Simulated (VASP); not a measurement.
Crystal: HfSiO4.

```
CELL_PARAMETERS angstrom
3.31612 0.00000 0.00000
0.00000 3.31612 0.00000
0.00000 0.00000 5.76900
ATOMIC_POSITIONS crystal
Si 0.50000 0.50000 0.50000
Hf 0.00000 0.00000 0.00000
O 0.50000 0.00000 0.62238
O 0.00000 0.50000 0.82457
O 0.00000 0.50000 0.37762
O 0.50000 0.00000 0.17543
```

| Property | Result |
| --- | --- |
| Program | VASP 6.6.1 |
| Task | relaxation of cell and atoms |
| Functional | PBEsol |
| Potentials or basis | VASP PAW PBE potentials, release 64 (Si, Hf_pv, O) |
| Cutoff | 600 eV |
| k mesh | 8 × 8 × 4 |
| Occupations | fermi-dirac, width 0.02 eV |
| Spin | no spin polarisation |

At the start: pressure -7.5 GPa; volume 10.57 Å³/atom.

Question: Where does the relaxation end?

Answer: Over 18 steps the energy falls by 21.2 meV/atom and the volume is 9.84 Å³/atom (-6.9 %); space group P-4m2 (No. 115, to 0.1 Å) before and after.

The path:
```tsv
step	energy change (eV)	largest force (eV/Å)	pressure (GPa)	volume (Å³)
1	0.0000	0.2283	-7.49	63.44
2	0.0392	1.1133	11.14	59.01
3	-0.0485	0.3138	-0.24	61.50
4	-0.0653	0.2402	-0.08	61.06
5	-0.0952	0.4471	0.76	59.74
6	-0.1098	0.3099	-0.05	59.70
7	-0.1233	0.1018	-2.10	59.58
8	-0.1243	0.0601	-1.72	59.61
9	-0.1250	0.1834	1.18	58.82
10	-0.1267	0.0725	-0.14	59.18
11	-0.1271	0.0291	0.04	59.09
12	-0.1271	0.0174	0.06	59.07
13	-0.1271	0.0162	0.04	59.07
14	-0.1271	0.0187	0.06	59.06
15	-0.1271	0.0169	0.09	59.06
16	-0.1271	0.0133	-0.11	59.09
17	-0.1271	0.0147	-0.06	59.08
18	-0.1272	0.0048	-0.03	59.07
```

Final structure:
```yaml
crystal:
  lattice:
    - [3.31256, 0.00000, 0.00000]
    - [0.00000, 3.31256, 0.00000]
    - [0.00000, 0.00000, 5.38287]
  atoms:
    - { symbol: Si, position: [0.50000, 0.50000, 0.50000] }
    - { symbol: Hf, position: [0.00000, 0.00000, 0.00000] }
    - { symbol: O, position: [0.50000, 0.00000, 0.63985] }
    - { symbol: O, position: [0.00000, 0.50000, 0.81363] }
    - { symbol: O, position: [0.00000, 0.50000, 0.36015] }
    - { symbol: O, position: [0.50000, 0.00000, 0.18637] }
```

Caveat: the PAW data sets were made with another functional, which shifts forces and pressure a little.
